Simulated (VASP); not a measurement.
## ZnF2: single point with r2SCAN

The system is ZnF2.

```
Zn F
1.0
     4.76571    0.00000    0.00000
     0.00000    4.76571    0.00000
     0.00000    0.00000    3.17031
Zn F
2 4
Cartesian
  0.0000 0.0000 0.0000
  2.3829 2.3829 1.5852
  1.4513 1.4513 0.0000
  0.9316 3.8341 1.5852
  3.3144 3.3144 0.0000
  3.8341 0.9316 1.5852
```

```json
{"Program": "VASP 6.6.1", "Task": "single point", "Functional": "r2SCAN", "Potentials or basis": "VASP PAW PBE potentials, release 64 (Zn, F)", "Cutoff": "660 eV", "k mesh": "6 × 6 × 10", "Occupations": "fermi-dirac, width 0.02 eV", "Spin": "no spin polarisation"}
```

```
Pressure               : -4.1 GPa
Largest force          : 0.016 eV/Å
Band gap on the k mesh : 4.19 eV
```

Forces on the atoms (eV/Å):
```
Zn   0.000  0.000  0.000
Zn   0.000  0.000  0.000
F   -0.011 -0.011  0.000
F    0.011 -0.011  0.000
F    0.011  0.011  0.000
F   -0.011  0.011  0.000
```

Stress tensor (GPa, compression positive):
```
-3.83  0.00  0.00
 0.00 -3.83  0.00
 0.00  0.00 -4.62
```

Levels at points of the mesh, in eV from the valence-band top:
| k point | band 22 | band 23 | band 24 | band 25 | band 26 | band 27 | band 28 | band 29 | band 30 | band 31 |
| --- | --- | --- | --- | --- | --- | --- | --- | --- | --- | --- |
| (0.00, 0.00, 0.00) | -1.43 | -1.10 | -0.28 | -0.28 | 0.00 | 4.19 | 9.99 | 10.43 | 10.43 | 14.07 |
| (0.50, 0.00, 0.00) | -1.50 | -0.59 | -0.59 | -0.36 | -0.36 | 6.74 | 6.74 | 11.29 | 11.29 | 13.71 |
| (0.50, 0.50, 0.00) | -1.48 | -1.19 | -1.19 | -0.30 | -0.30 | 7.66 | 7.66 | 9.84 | 9.84 | 15.34 |
| (0.00, 0.00, 0.50) | -1.29 | -1.23 | -1.23 | -1.14 | -1.14 | 8.94 | 8.94 | 12.71 | 12.71 | 13.93 |
| (0.50, 0.00, 0.50) | -1.68 | -1.26 | -1.26 | -0.02 | -0.02 | 9.46 | 9.46 | 11.11 | 11.11 | 14.75 |
| (0.50, 0.50, 0.50) | -1.39 | -1.14 | -1.14 | -0.76 | -0.76 | 8.87 | 8.87 | 12.20 | 12.20 | 13.10 |

Wall time 4.8 min on 1 thread of Intel(R) Xeon(R) 6975P-C (Granite Rapids) (shared host), peak memory 0.32 GiB.

Caveat: the cell stands under tension; the PAW data sets were made with another functional, which shifts forces and pressure a little. A k mesh can miss the band edges.
